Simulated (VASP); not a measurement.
Set up this calculation in VASP 6.6.1, as the native input.

- Task: single point
- Functional: PBE
- Potentials or basis: VASP PAW PBE potentials, release 64 (Mg, Zn, S)
- Cutoff: 520 eV
- k mesh: 8 × 8 × 8
- Occupations: gaussian, width 0.02 eV
- Spin: no spin polarisation
- Dipole correction: no
- Further INCAR settings: ALGO = Normal; EDIFF = 1e-06; NBANDS = 26

The structure of Mg2ZnS3 lies in POSCAR:

```
Mg2ZnS3
1.0
   -1.9818712000      1.9818712000      8.4380818000
    1.9818712000     -1.9818712000      8.4380818000
    1.9818712000      1.9818712000     -8.4380818000
Mg Zn S
2 1 3
Direct
    0.8361130000      0.8361130000      0.0000000000
    0.1638870000      0.1638870000      0.0000000000
    0.5000000000      0.5000000000      0.0000000000
    0.4219360000      0.9219360000      0.5000000000
    0.0780640000      0.5780640000      0.5000000000
    0.7500000000      0.2500000000      0.5000000000
```

The input as run:

INCAR

```
SYSTEM = Mg2ZnS3
ALGO = Normal ; EDIFF = 1E-6
ENCUT = 520 ; GGA = PE
ISIF = 2 ; ISMEAR = 0
LASPH = .TRUE. ; LCHARG = .FALSE.
LREAL = .FALSE. ; LWAVE = .FALSE.
NBANDS = 26 ; NELM = 80
PREC = Accurate ; SIGMA = 0.02
```

KPOINTS

```
k-points
0
G
  8 8 8
  0 0 0
```

Potentials or basis: VASP PAW PBE potentials, release 64 (Mg, Zn, S).

The run is started by

```bash
$ cat potpaw_PBE.64/Mg/POTCAR potpaw_PBE.64/Zn/POTCAR potpaw_PBE.64/S/POTCAR > POTCAR
$ mpirun -np 1 vasp_std > vasp.out
```

It gave:

```json
{"Pressure": "0.0 GPa", "Largest force": "0.024 eV/Å", "Band gap on the k mesh": "2.78 eV"}
```

Run time: 9.8 min on 1 thread of Intel(R) Xeon(R) 6975P-C (Granite Rapids) (shared host), peak memory 0.79 GiB.
